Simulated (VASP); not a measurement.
Write the native input for VASP 6.6.1 that does the following.

* Task: relaxation of cell and atoms
* Functional: r2SCAN
* Potentials or basis: VASP PAW PBE potentials, release 64 (Li_sv, Os)
* Cutoff: 600 eV
* k mesh: 6 × 6 × 6
* Occupations: gaussian, width 0.1 eV
* Spin: no spin polarisation
* Dipole correction: no
* Further INCAR settings: ALGO = Normal; EDIFF = 1e-06; IBRION = 2; EDIFFG = -0.04; NSW = 90; ISIF = 3

Crystal: LiOs.

```xyz
2
Lattice="2.9668 0.0000 0.0000 0.0000 2.9668 0.0000 0.0000 0.0000 2.9668" Properties=species:S:1:pos:R:3 pbc="T T T"
Li    0.0000    0.0000    0.0000
Os    1.4834    1.4834    1.4834
```

These files were run (other wordings do the same):

POSCAR

```
LiOs
1.0
    2.9667958935      0.0000000000      0.0000000000
    0.0000000000      2.9667958935      0.0000000000
    0.0000000000      0.0000000000      2.9667958935
Li Os
1 1
Direct
    0.0000000000      0.0000000000      0.0000000000
    0.5000000000      0.5000000000      0.5000000000
```

INCAR.step1

```
SYSTEM = LiOs
ALGO = Normal
EDIFF = 1E-4
ENCUT = 600
GGA = PE
ISMEAR = 0
LASPH = .True.
LCHARG = .False.
LREAL = .False.
LWAVE = .True.
NELM = 60
PREC = Accurate
SIGMA = 0.1
```

INCAR.step2

```
SYSTEM = LiOs
ALGO = Normal
EDIFF = 1E-6
EDIFFG = -0.04
ENCUT = 600
IBRION = 2
ISIF = 3
ISMEAR = 0
ISTART = 1
LASPH = .True.
LCHARG = .False.
LMIXTAU = .True.
LREAL = .False.
LWAVE = .False.
METAGGA = R2SCAN
NELM = 60
NSW = 90
PREC = Accurate
SIGMA = 0.1
```

KPOINTS

```
k-points
0
Gamma
  6 6 6
  0 0 0
```

Potentials or basis: VASP PAW PBE potentials, release 64 (Li_sv, Os).

Command:

```bash
$ cat potpaw_PBE.64/Li_sv/POTCAR potpaw_PBE.64/Os/POTCAR > POTCAR
$ cp INCAR.step1 INCAR
$ mpirun -np 1 vasp_std > vasp.out
$ cp INCAR.step2 INCAR
$ mpirun -np 1 vasp_std > vasp.out
```

It gave:

The relaxed volume is 11.88 Å³/atom and the relaxed cell is a = 2.874 Å, b = 2.874 Å, c = 2.874 Å, α = 90.00°, β = 90.00°, γ = 90.00°. The space group after relaxing (to 0.05 Å) is Pm-3m (No. 221) and the energy gained by relaxing is 53.8 meV/atom. The ionic steps are 3 and the pressure after relaxing is 0.4 GPa.

Caveat: the cutoff is under 1.25 times the usual one of these potentials, so pressure, stress and relaxed cells hold a basis-set (Pulay) error; the PAW data sets were made with another functional, which shifts forces and pressure a little.

Wall time 48 s on 1 thread of Intel(R) Xeon(R) Platinum 8488C (Sapphire Rapids), with other jobs on the host, peak memory 0.15 GiB.
